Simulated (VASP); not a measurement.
# ZnCd2Te3 (P-3m1) in VASP: relaxation of cell and atoms with r2SCAN+rVV10

Aim: the relaxation of cell and atoms of ZnCd2Te3 with r2SCAN+rVV10.

All numbers are computed with VASP 6.6.1; they aren't measurements. Logs are shortened: lines on timing, memory, paths and dates and some standing lists are left out, and cuts for length are marked.

**1. The cell of the first run**

The structure is trigonal, space group P-3m1 (No. 164). The conventional cell has a = 4.188 Å, b = 4.188 Å, c = 10.084 Å, α = 90.00°, β = 90.00°, γ = 120.00°. Within 3.8 Å of Zn (site symmetry -3m) lie 6 Te at 2.86 Å. Cd (site symmetry 3m) has 6 Te at 2.98 to 2.99 Å within 3.9 Å. Te (site symmetry 3m) has 3 Zn at 2.86 Å and 3 Cd at 2.99 Å and 3 Te at 3.91 Å within 4.0 Å. Te (site symmetry -3m) has 6 Cd at 2.98 Å within 3.9 Å.

**2. Relaxation of cell and atoms, r2SCAN+rVV10**

POSCAR reads:

```
ZnCd2Te3
1.0
    4.1876218921      0.0000000000      0.0000000000
   -2.0938109460      3.6265869400      0.0000000000
    0.0000000000      0.0000000000     10.0840868238
Zn Cd Te
1 2 3
Direct
    0.0000000000      0.0000000000      0.0000000000
    0.3333333333      0.6666666667      0.6729074956
    0.6666666667      0.3333333333      0.3270925044
    0.3333333333      0.6666666667      0.1520570064
    0.6666666667      0.3333333333      0.8479429936
    0.0000000000      0.0000000000      0.5000000000
```

INCAR.step1 reads:

```
PREC = Accurate ; ENCUT = 600
ISMEAR = -1 ; SIGMA = 0.03
LREAL = False ; LASPH = True
NELM = 100 ; GGA = PE
ALGO = Normal ; EDIFF = 1E-4
LWAVE = True ; LCHARG = False
```

INCAR.step2 reads:

```
PREC = Accurate ; ENCUT = 600
EDIFF = 1E-6 ; ISMEAR = -1
SIGMA = 0.03 ; LREAL = False
LASPH = True ; NELM = 100
ALGO = Normal ; ISIF = 3
LWAVE = False ; LCHARG = False
METAGGA = R2SCAN ; LMIXTAU = True
LUSE_VDW = True ; IVDW_NL = 2
BPARAM = 11.95 ; CPARAM = 0.0093
IBRION = 2 ; NSW = 100
EDIFFG = -0.01 ; ISTART = 1
```

KPOINTS reads:

```
Automatic mesh
0
Gamma
  6 6 2
```

Potentials or basis: VASP PAW PBE potentials, release 64 (Zn, Cd, Te).

Started as:

```bash
> cat potpaw_PBE.64/Zn/POTCAR potpaw_PBE.64/Cd/POTCAR potpaw_PBE.64/Te/POTCAR > POTCAR
> cp INCAR.step1 INCAR
> mpirun -np 1 vasp_std > vasp.out
> cp INCAR.step2 INCAR
> mpirun -np 1 vasp_std > vasp.out
```

OUTCAR:

```text
PREC = Accurate
   ENCUT = 600
   EDIFF = 1E-6
   ISMEAR = -1
   LREAL = False
   LASPH = True
   NELM = 100
   ISIF = 3
   METAGGA = R2SCAN
   IVDW_NL = 2
   BPARAM = 11.95
   IBRION = 2
   NSW = 100
   EDIFFG = -0.01
   ISTART = 1

 ion  position               nearest neighbor table
   1  0.000  0.000  0.000-   4 2.86   5 2.86   4 2.86   5 2.86   5 2.86   4 2.86
   2  0.333  0.667  0.673-   6 2.98   6 2.98   6 2.98   5 2.99   5 2.99   5 2.99
   3  0.667  0.333  0.327-   6 2.98   6 2.98   6 2.98   4 2.99   4 2.99   4 2.99
   4  0.333  0.667  0.152-   1 2.86   1 2.86   1 2.86   3 2.99   3 2.99   3 2.99
   5  0.667  0.333  0.848-   1 2.86   1 2.86   1 2.86   2 2.99   2 2.99   2 2.99
   6  0.000  0.000  0.500-   2 2.98   3 2.98   2 2.98   3 2.98   3 2.98   2 2.98

  LATTYP: Found a hexagonal cell.
 ALAT       =     4.1876218921
 C/A-ratio  =     2.4080700416

  Lattice vectors:

 A1 = (   4.1876218921,   0.0000000000,   0.0000000000)
 A2 = (  -2.0938109460,   3.6265869400,   0.0000000000)
 A3 = (   0.0000000000,   0.0000000000,  10.0840868238)

Analysis of symmetry for initial positions (statically):
=====================================================================
 Subroutine PRICEL returns:
 Original cell was already a primitive cell.

 Routine SETGRP: Setting up the symmetry group for a
 hexagonal supercell.

 Subroutine GETGRP returns: Found 12 space group operations
 (whereof 12 operations were pure point group operations)
 out of a pool of 24 trial point group operations.

The static configuration has the point symmetry D_3d.

Analysis of symmetry for dynamics (positions and initial velocities):
=====================================================================
 Subroutine PRICEL returns:
 Original cell was already a primitive cell.

 Routine SETGRP: Setting up the symmetry group for a
 hexagonal supercell.

 Subroutine GETGRP returns: Found 12 space group operations
 (whereof 12 operations were pure point group operations)
 out of a pool of 24 trial point group operations.

The dynamic configuration has the point symmetry D_3d.

 Subroutine INISYM returns: Found 12 space group operations
 (whereof 12 operations are pure point group operations),
 and found     1 'primitive' translations

----------------------------------------------------------------------------------------

                                     Primitive cell

  volume of cell :     153.1448

  direct lattice vectors                    reciprocal lattice vectors
     4.187621892  0.000000000  0.000000000     0.238799019  0.137870678  0.000000000
    -2.093810946  3.626586940  0.000000000     0.000000000  0.275741356  0.000000000
     0.000000000  0.000000000 10.084086824     0.000000000  0.000000000  0.099166143

  length of vectors
     4.187621892  4.187621892 10.084086824     0.275741356  0.275741356  0.099166143

  position of ions in fractional coordinates (direct lattice)
     0.000000000  0.000000000  0.000000000
     0.333333333  0.666666667  0.672907496
     0.666666667  0.333333333  0.327092504
     0.333333333  0.666666667  0.152057006
     0.666666667  0.333333333  0.847942994
     0.000000000  0.000000000  0.500000000

  ion indices of the primitive-cell ions
   primitive index   ion index
                 1           1
                 2           2
                 3           3
                 4           4
                 5           5
                 6           6

----------------------------------------------------------------------------------------

 KPOINTS: Automatic mesh

Automatic generation of k-mesh.
 Grid dimensions read from file:
 generate k-points for:    6    6    2

 Generating k-lattice:

  Cartesian coordinates                     Fractional coordinates (reciprocal lattice)
     0.039799837  0.022978446  0.000000000     0.166666667  0.000000000  0.000000000
     0.000000000  0.045956893  0.000000000     0.000000000  0.166666667  0.000000000
     0.000000000  0.000000000  0.049583072     0.000000000  0.000000000  0.500000000

  Length of vectors
     0.045956893  0.045956893  0.049583072

  Shift w.r.t. Gamma in fractional coordinates (k-lattice)
     0.000000000  0.000000000  0.000000000

 Subroutine IBZKPT returns following result:
 ===========================================

 Found     14 irreducible k-points:

 Following reciprocal coordinates:
            Coordinates               Weight
  0.000000  0.000000  0.000000      1.000000
  0.166667 -0.000000  0.000000      6.000000
  0.333333 -0.000000  0.000000      6.000000
  0.500000 -0.000000  0.000000      3.000000
  0.166667  0.166667  0.000000      6.000000
  0.333333  0.166667  0.000000     12.000000
  0.333333  0.333333  0.000000      2.000000
  0.000000  0.000000  0.500000      1.000000
  0.166667 -0.000000  0.500000      6.000000
  0.333333 -0.000000  0.500000      6.000000
  0.500000 -0.000000  0.500000      3.000000
  0.166667  0.166667  0.500000      6.000000
  0.333333  0.166667  0.500000     12.000000
  0.333333  0.333333  0.500000      2.000000
   k-points           NKPTS =     14   k-points in BZ     NKDIM =     14   number of bands    NBANDS=     32
   number of dos      NEDOS =    301   number of ions     NIONS =      6
   total plane-waves  NPLWV = 108864
   dimension x,y,z NGX =    36 NGY =   36 NGZ =   84
   dimension x,y,z NGXF=    72 NGYF=   72 NGZF=  168
   ions per type =               1   2   3
   NGX,Y,Z   is equivalent  to a cutoff of  14.29, 14.29, 13.85 a.u.
   NGXF,Y,Z  is equivalent  to a cutoff of  28.58, 28.58, 27.70 a.u.
 SYSTEM =  unknown system
   PREC   = accura    normal or accurate (medium, high low for compatibility)
   ISTART =      1    job   : 0-new  1-cont  2-samecut
   ICHARG =      0    charge: 1-file 2-atom 10-const
   ISPIN  =      1    spin polarized calculation?
   LNONCOLLINEAR =      F non collinear calculations
   LSORBIT =      F    spin-orbit coupling
   LASPH  =      T    aspherical Exc in radial PAW
   ENCUT  =  600.0 eV  44.10 Ry    6.64 a.u.   8.36  8.36 20.14*2*pi/ulx,y,z
   NELM   =    100;   NELMIN=  2; NELMDL=  0     # of ELM steps
   EDIFF  = 0.1E-05   stopping-criterion for ELM
   LREAL  =      F    real-space projection
   EDIFFG = -.1E-01   stopping-criterion for IOM
   NSW    =    100    number of steps for IOM
   IBRION =      2    ionic relax: 0-MD 1-quasi-New 2-CG
   NFREE  =      1    steps in history (QN), initial steepest desc. (CG)
   ISIF   =      3    stress and relaxation
   ISYM   =      2    0-nonsym 1-usesym 2-fastsym
   POTIM  = 0.5000    time-step for ionic-motion
   TEBEG  =    0.0;   TEEND  =   0.0 temperature during run
   PSTRESS=    0.0 pullay stress
   NELECT =      54.0000    total number of electrons
   NUPDOWN=      -1.0000    fix difference up-down
   EMIN   =  10.00;   EMAX   =-10.00  energy-range for DOS
   EFERMI =   0.00;   METHOD = LEGACY
   ISMEAR =    -1;   SIGMA  =   0.03  broadening in eV -4-tet -1-fermi 0-gaus
   EFERMI_NEDOS =   21; number of points for ismear=-14 and -15
   IALGO  =     38    algorithm
   IMIX   =      4    mixing-type and parameters
     AMIX     =   0.40;   BMIX     =  1.00
     AMIX_MAG =   1.60;   BMIX_MAG =  1.00
  volume/ion in A,a.u.               =      25.52       172.25
  Fermi-wavevector in a.u.,A,eV,Ry     =   1.156570  2.185601 18.199900  1.337655
  Thomas-Fermi vector in A             =   2.293189
   LORBIT       =      0    0 simple, 1 ext, 2 COOP (PROOUT), +10 PAW based schemes
   METAGGA = R2SCAN    functional components
   LHFCALC =     F    Hartree Fock is set to
   AEXX    =    0.0000 exact exchange contribution
   IVDW_NL    =     2    kernel type
   BPARAM     =11.9500
   IVDW    =     0    specifies the selected vdW correction
   LEPSILON=     F    determine dielectric tensor
   LRPA    =     F    only Hartree local field effects (RPA)
 conjugate gradient relaxation of ions
 non-spin polarized calculation
  energy-cutoff  :      600.00
  volume of cell :      153.14
 maximum number of plane-waves:      5164
 NGX is ok and might be reduce to    36
   NGX = 17   NGY = 17   NGZ = 41

--------------------------------------- Ionic step        1  -------------------------------------------

 number of electron      53.9999985 magnetization

 Free energy of the ion-electron system (eV)
  ---------------------------------------------------
  ext. energy  EPLUGINS =         0.00000000
  ---------------------------------------------------
  free energy    TOTEN  =      -125.67616574 eV

  energy without entropy =     -125.66796447  energy(sigma->0) =     -125.67206510

------------------------ aborting loop because EDIFF is reached ----------------------------------------

  FORCE on cell =-STRESS in cart. coord.  units (eV):
  Direction    XX          YY          ZZ          XY          YZ          ZX
  --------------------------------------------------------------------------------------
  -------------------------------------------------------------------------------------
  Total        1.5281331      1.5281331      1.8511782      0.0000000      0.0000000      0.0000000
  in kB       15.9870979     15.9870979     19.3667466      0.0000000      0.0000000      0.0000000
  external PRESSURE =      17.1136475 kB  Pullay stress =       0.0000000 kB
[... 225 lines left out ...]
  energy  without entropy=     -125.6897422362  energy(sigma->0) =     -125.69424103

--------------------------------------- Ionic step        7  -------------------------------------------

 number of electron      53.9999990 magnetization

 Free energy of the ion-electron system (eV)
  ---------------------------------------------------
  ext. energy  EPLUGINS =         0.00000000
  ---------------------------------------------------
  free energy    TOTEN  =      -125.69875754 eV

  energy without entropy =     -125.68977868  energy(sigma->0) =     -125.69426811

 E-fermi :   4.3641     XC(G=0): -10.4965

 val. band max:        4.3299564200   @ k =   0.3333  -0.0000   0.0000
 cond. band min:       4.4518235240   @ k =   0.1667   0.1667   0.0000
 fundamental gap:      0.1218671041
 Fermi energy:         4.3640579595

 k-point     1 :       0.0000    0.0000    0.0000
  band No.  band energies     occupation
      1      -8.0929      2.00000
      2      -7.2461      2.00000
      3      -7.0135      2.00000
      4      -4.5724      2.00000
      5      -4.5724      2.00000
      6      -4.4880      2.00000
[... 512 lines left out ...]
  FREE ENERGIE OF THE ION-ELECTRON SYSTEM (eV)
  ---------------------------------------------------
  free  energy   TOTEN  =      -125.6987575403 eV

  energy  without entropy=     -125.6897786757  energy(sigma->0) =     -125.69426811

 reached required accuracy - stopping structural energy minimisation
```

Run time: 22 min. Hardware: 1 thread of Intel Xeon 6975P-C (Granite Rapids), shared host; peak memory 0.79 GiB.

What came out:

```
Free energy                           : -125.6988 eV
Relaxed volume                        : 26.24 Å³/atom
Relaxed cell                          : a = 4.216 Å, b = 4.216 Å, c = 10.225 Å, α = 90.00°, β = 90.00°, γ = 120.00°
Space group after relaxing (to 0.1 Å) : P-3m1 (No. 164)
Energy gained by relaxing             : 3.8 meV/atom
Ionic steps                           : 7
Pressure after relaxing               : 0.0 GPa
Largest force after relaxing          : 0.007 eV/Å
Band gap on the k mesh                : zero (bands 27 and 28 overlap by 0.89 eV)
```

Forces in eV/Å, atoms in the order of the input:
```
Zn   0.000  0.000  0.000
Cd   0.000  0.000 -0.007
Cd   0.000  0.000  0.007
Te   0.000  0.000  0.004
Te   0.000  0.000 -0.004
Te   0.000  0.000  0.000
```

The path:
| step | energy change (eV) | largest force (eV/Å) | pressure (GPa) | volume (Å³) |
| --- | --- | --- | --- | --- |
| 1 | 0.0000 | 0.0224 | 1.71 | 153.14 |
| 2 | -0.0181 | 0.0253 | -0.66 | 159.27 |
| 3 | -0.0220 | 0.0245 | 0.01 | 157.37 |
| 4 | -0.0220 | 0.0245 | -0.02 | 157.46 |
| 5 | -0.0223 | 0.0201 | -0.01 | 157.45 |
| 6 | -0.0226 | 0.0113 | 0.00 | 157.44 |
| 7 | -0.0226 | 0.0074 | 0.00 | 157.42 |

Final structure:
```cif
data_structure
_symmetry_space_group_name_H-M 'P 1'
_symmetry_Int_Tables_number 1
_cell_length_a 4.2163
_cell_length_b 4.2163
_cell_length_c 10.2251
_cell_angle_alpha 90.000
_cell_angle_beta 90.000
_cell_angle_gamma 120.000
_cell_volume 157.42
loop_
_atom_site_label
_atom_site_type_symbol
_atom_site_fract_x
_atom_site_fract_y
_atom_site_fract_z
_atom_site_occupancy
Zn1 Zn 0.00000 0.00000 0.00000 1
Cd1 Cd 0.33333 0.66667 0.67245 1
Cd2 Cd 0.66667 0.33333 0.32755 1
Te1 Te 0.33333 0.66667 0.15234 1
Te2 Te 0.66667 0.33333 0.84766 1
Te3 Te 0.00000 0.00000 0.50000 1
```

Levels at points of the mesh, in eV from the Fermi level:
```
           k point  band 23  band 24  band 25  band 26  band 27  band 28  band 29  band 30  band 31  band 32
(0.00, 0.00, 0.00)    -0.41    -0.38    -0.38    -0.22    -0.22     1.08     3.21     3.30     4.54     4.54
(0.50, 0.00, 0.00)    -2.30    -1.60    -1.44    -1.23    -1.00    -0.80     2.10     2.35     4.33     4.88
(0.00, 0.00, 0.50)    -0.52    -0.46    -0.46    -0.15    -0.15     2.49     2.90     3.13     4.09     4.09
(0.50, 0.00, 0.50)    -3.02    -2.16    -1.84    -0.13    -0.10     0.20     0.45     3.22     4.20     4.25
```

Caveat: the PAW data sets were made with another functional, which shifts forces and pressure a little; spin-orbit coupling is left out, which moves the levels of the heavy elements.
